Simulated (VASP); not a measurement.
A run of VASP 6.6.1 is set up as follows.

Contents of INCAR:

```
SYSTEM = ZnSe
  PREC = Accurate
  ENCUT = 520
  EDIFF = 1E-6
  ISMEAR = -1
  SIGMA = 0.1
  LREAL = .FALSE.
  LASPH = .TRUE.
  NELM = 60
  ALGO = Normal
  ISIF = 2
  LWAVE = .FALSE.
  LCHARG = .FALSE.
  GGA = PE
  NBANDS = 26
```

The input KPOINTS:

```
regular mesh
0
G
  11 11 7
  0 0 0
```

The input POSCAR:

```
ZnSe
1.0
    3.3441282871      0.0000000000      0.0000000000
   -1.6720641436      2.8961000501      0.0000000000
    0.0000000000      0.0000000000      5.6322115704
Zn Se
2 2
Direct
    0.0000000000      0.0000000000      0.0000000000
    0.0000000000      0.0000000000      0.5000000000
    0.3333333333      0.6666666667      0.2500000000
    0.6666666667      0.3333333333      0.7500000000
```

Potentials or basis: VASP PAW PBE potentials, release 64 (Zn, Se).

The run is started by

```console
$ cat potpaw_PBE.64/Zn/POTCAR potpaw_PBE.64/Se/POTCAR > POTCAR
$ mpirun -np 1 vasp_std > vasp.out
```

(1) What does it give for the band gap on the k mesh?

(2) What does it give for the pressure?

Answers

(1) zero (band 18 reaches 7.38 eV, above the bottom of band 19 at 6.44 eV).

(2) 58.1 GPa.
